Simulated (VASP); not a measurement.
A run of VASP 6.6.1 is set up as follows.

INCAR

```
SYSTEM = AgB2
ALGO = Normal ; EDIFF = 1E-8
ENCUT = 520 ; GGA = PE
ISIF = 2 ; ISMEAR = -1
LASPH = .TRUE. ; LCHARG = .FALSE.
LEFG = .TRUE. ; LREAL = .FALSE.
LWAVE = .FALSE. ; NBANDS = 16
NELM = 100 ; PREC = Accurate
SIGMA = 0.05
```

Contents of KPOINTS:

```
k-points
0
G
  16 16 13
  0 0 0
```

POSCAR

```
AgB2
1.0
    3.0000016405      0.0000000000      0.0000000000
   -1.5000008203      2.5980776321      0.0000000000
    0.0000000000      0.0000000000      3.2400000000
Ag B
1 2
Direct
    0.0000000000      0.0000000000      0.0000000000
    0.3333333333      0.6666666667      0.5000000000
    0.6666666667      0.3333333333      0.5000000000
```

Potentials or basis: VASP PAW PBE potentials, release 64 (Ag, B).

Launch:

```sh
$ cat potpaw_PBE.64/Ag/POTCAR potpaw_PBE.64/B/POTCAR > POTCAR
$ mpirun -np 1 vasp_std > vasp.out
```

(1) Estimate the pressure.

## Answers

(1) 54.0 GPa.

Caveat: without QUAD_EFG the Cq values of the log hold for a quadrupole moment of 1 mb, not for the nuclei.
